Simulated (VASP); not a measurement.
# Ge: electric field gradients with PBEsol

The system is Ge.

```
CELL_PARAMETERS angstrom
0.00000 2.82877 2.77219
2.82877 0.00000 2.77219
2.82877 2.82877 0.00000
ATOMIC_POSITIONS crystal
Ge 0.50000 0.50000 0.50000
Ge 0.75000 0.75000 0.75000
```

This cell differs from its parent crystal: zz strain of -2 %.

```json
{
  "Program": "VASP 6.6.1",
  "Task": "electric field gradients",
  "Functional": "PBEsol",
  "Potentials or basis": "VASP PAW PBE potentials, release 64 (Ge_d)",
  "Cutoff": "520 eV",
  "k mesh": "11 × 11 × 11",
  "Occupations": "fermi-dirac, width 0.05 eV",
  "Spin": "no spin polarisation",
  "Dipole correction": "no",
  "Further INCAR settings": "ALGO = Normal; EDIFF = 1e-08; NBANDS = 21"
}
```

The pressure is 2.1 GPa and the largest electric field gradient by atom is Ge +0.8 V/Å².

Stress tensor (GPa, compression positive):
```
1.58 0.00 0.00
0.00 1.58 0.00
0.00 0.00 2.99
```

Levels at points of the mesh, in eV from the Fermi level:
```
           k point  band 12  band 13  band 14  band 15  band 16  band 17
(0.00, 0.00, 0.00)    -0.13    -0.13     0.02     0.10     2.40     2.50
```

Electric field gradients, principal values (V/Å²):
| atom | least | middle | greatest (by size) |
| --- | --- | --- | --- |
| 1 Ge | -0.399 | -0.403 | 0.802 |
| 2 Ge | -0.399 | -0.403 | 0.802 |

Wall time 3 min on 1 thread of Intel Xeon 8259CL, with other jobs on the host, peak memory 0.23 GiB.

Caveat: the cell differs from its parent crystal (zz strain of -2 %); without QUAD_EFG the Cq values of the log hold for a quadrupole moment of 1 mb, not for the nuclei; the PAW data sets were made with another functional, which shifts forces and pressure a little.
